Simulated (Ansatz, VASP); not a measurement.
**One calculation of Ti2H3, two programs**

File POSCAR:

```
Ti2H3
1.0
    4.3428484600      0.0000000000      0.0000000000
    0.0000000000      4.3428484600      0.0000000000
    0.0000000000      0.0000000000      4.3858918900
Ti H
4 6
Direct
    0.7381011600      0.2618988400      0.0000000000
    0.2618988400      0.7381011600      0.0000000000
    0.2618988400      0.2618988400      0.5000000000
    0.7381011600      0.7381011600      0.5000000000
    0.5000000000      0.0000000000      0.7500000000
    0.5000000000      0.0000000000      0.2500000000
    0.0000000000      0.5000000000      0.7500000000
    0.0000000000      0.5000000000      0.2500000000
    0.0000000000      0.0000000000      0.7500000000
    0.0000000000      0.0000000000      0.2500000000
```

The input INCAR.step1:

```
PREC = Accurate
ENCUT = 520
ISMEAR = 0
SIGMA = 0.1
LREAL = F
LASPH = T
NELM = 80
NBANDS = 38
GGA = PE
ALGO = Normal
EDIFF = 1E-4
LWAVE = T
LCHARG = F
```

INCAR.step2

```
PREC = Accurate
ENCUT = 520
EDIFF = 1E-6
ISMEAR = 0
SIGMA = 0.1
LREAL = F
LASPH = T
NELM = 80
ALGO = Normal
ISIF = 2
LWAVE = F
LCHARG = F
METAGGA = R2SCAN
LMIXTAU = T
NBANDS = 38
ISTART = 1
```

File KPOINTS:

```
regular mesh
0
Gamma
  4 4 4
```

Input for Ansatz:

```yaml
crystal:
  lattice:
    - [4.34284846, 0.0, 0.0]
    - [0.0, 4.34284846, 0.0]
    - [0.0, 0.0, 4.38589189]
  atoms:
    - { symbol: Ti, position: [0.73810116, 0.26189884, 0.0] }
    - { symbol: Ti, position: [0.26189884, 0.73810116, 0.0] }
    - { symbol: Ti, position: [0.26189884, 0.26189884, 0.5] }
    - { symbol: Ti, position: [0.73810116, 0.73810116, 0.5] }
    - { symbol: H, position: [0.5, 0.0, 0.75] }
    - { symbol: H, position: [0.5, 0.0, 0.25] }
    - { symbol: H, position: [0.0, 0.5, 0.75] }
    - { symbol: H, position: [0.0, 0.5, 0.25] }
    - { symbol: H, position: [0.0, 0.0, 0.75] }
    - { symbol: H, position: [0.0, 0.0, 0.25] }
basis:
  ecutwfc: 500
kpoints:
  mp_grid: { grid: [4, 4, 4] }
hamiltonian:
  xc: r2scan
scf:
  occupations: { method: gaussian, width: 0.1 }
  lower_state_search: "off"
output:
  forces: true
  stress: true
  eigenvalues: true
```

Alike in both runs: task single point; functional r2SCAN; k mesh 4 × 4 × 4; occupations gaussian, width 0.1 eV; no spin polarisation.

|  | VASP | Ansatz |
| --- | --- | --- |
| version | VASP 6.6.1 | Ansatz 0.2.0 |
| potentials or method | VASP PAW PBE potentials, release 64 (Ti_sv, H), cutoff 520 eV | scalar-relativistic, plane waves, PAW |
| valence electrons in the cell | 54 | 54 |

|  | VASP | Ansatz | Ansatz less VASP |
| --- | --- | --- | --- |
| gap on the k mesh at the Fermi level (eV) | none | none | - |
| pressure (GPa) | 0.2 | -0.2 | -0.37 |
| traceless stress, the component that is largest in VASP (GPa) | -0.15 | -0.17 | -0.023 |
| rms of the force components (eV/Å) | 0.001 | 0.006 | +0.0049 |

VASP's potentials were made for PBE, not for r2SCAN. Atom by atom the forces differ by 0.007 eV/Å (rms over components). A gap of «none» marks a metal or a gap that the smearing closes. The functional is the same, so the differences come from potentials, cutoffs and numerics.

The k mesh is coarse, so the values compare programs but aren't converged.
